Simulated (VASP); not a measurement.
Wanted: the native input for a VASP 6.6.1 run.

```yaml
Task: relaxation of cell and atoms
Functional: r2SCAN
Potentials_or_basis: VASP PAW PBE potentials, release 64 (Ba_sv, Ti_sv, O)
Cutoff: 660 eV
k_mesh: 8 × 8 × 8
Occupations: gaussian, width 0.02 eV
Spin: no spin polarisation
Dipole_correction: no
Further_INCAR_settings: ALGO = Normal; EDIFF = 1e-07; IBRION = 2; EDIFFG = -0.002; NSW = 100; ISIF = 3
```

The system is BaTiO3.

```xyz
5
Lattice="3.9833 0.0000 0.0000 0.0000 2.8626 2.8753 0.0000 -2.8626 2.8753" Properties=species:S:1:pos:R:3 pbc="T T T"
Ba    0.0000    0.0000    0.0196
Ti    1.9917    0.0000    2.8950
O     1.9917    1.4313    4.3326
O     1.9917   -1.4313    4.3326
O     0.0000    0.0000    2.8950
```

These files were run (other wordings do the same):

POSCAR

```
BaTiO3
1.0
    3.9833338700      0.0000000000      0.0000000000
    0.0000000000      2.8625951100      2.8753395300
    0.0000000000     -2.8625951100      2.8753395300
Ba Ti O
1 1 3
Direct
    0.0000000000      0.0034138500      0.0034138500
    0.5000000000      0.5034138500      0.5034138500
    0.5000000000      1.0034138500      0.5034138500
    0.5000000000      0.5034138500      1.0034138500
    0.0000000000      0.5034138500      0.5034138500
```

INCAR.step1

```
SYSTEM = BaTiO3
PREC = Accurate
ENCUT = 660
ISMEAR = 0
SIGMA = 0.02
LREAL = .False.
LASPH = .True.
NELM = 120
GGA = PE
ALGO = Normal
EDIFF = 1E-5
LWAVE = .True.
LCHARG = .False.
GGA_COMPAT = .False.
IBRION = 2
ISIF = 3
EDIFFG = -0.005
NELMIN = 4
NSW = 100
KPAR = 4
```

INCAR.step2

```
SYSTEM = BaTiO3
PREC = Accurate
ENCUT = 660
EDIFF = 1E-7
ISMEAR = 0
SIGMA = 0.02
LREAL = .False.
LASPH = .True.
NELM = 120
ALGO = Normal
ISIF = 3
LWAVE = .False.
LCHARG = .False.
METAGGA = R2SCAN
LMIXTAU = .True.
IBRION = 2
NSW = 100
EDIFFG = -0.002
ISTART = 1
GGA_COMPAT = .False.
NELMIN = 4
KPAR = 4
```

KPOINTS

```
Automatic mesh
0
Gamma
  8 8 8
  0 0 0
```

Potentials or basis: VASP PAW PBE potentials, release 64 (Ba_sv, Ti_sv, O).

The run is started by

```bash
$ cat potpaw_PBE.64/Ba_sv/POTCAR potpaw_PBE.64/Ti_sv/POTCAR potpaw_PBE.64/O/POTCAR > POTCAR
$ cp INCAR.step1 INCAR
$ mpirun -np 4 vasp_std > vasp.out
$ cp INCAR.step2 INCAR
$ mpirun -np 4 vasp_std > vasp.out
```

Results of the run:

| Property | Result |
| --- | --- |
| Relaxed volume | 12.87 Å³/atom |
| Relaxed cell | a = 4.007 Å, b = 4.008 Å, c = 4.008 Å, α = 90.00°, β = 90.00°, γ = 90.00° |
| Space group after relaxing (to 0.1 Å) | Pm-3m (No. 221) |
| Energy gained by relaxing | 4.3 meV/atom |
| Ionic steps | 12 |
| Pressure after relaxing | 0.0 GPa |
| Band gap on the k mesh | 2.13 eV (least direct gap 2.29 eV) |

Caveat: the PAW data sets were made with another functional, which shifts forces and pressure a little; spin-orbit coupling is left out, which moves the levels of the heavy elements.

Run time: 12 min on 4 MPI ranks on Intel(R) Xeon(R) 6975P-C (Granite Rapids), with other jobs on the host, peak memory 0.39 GiB a rank.
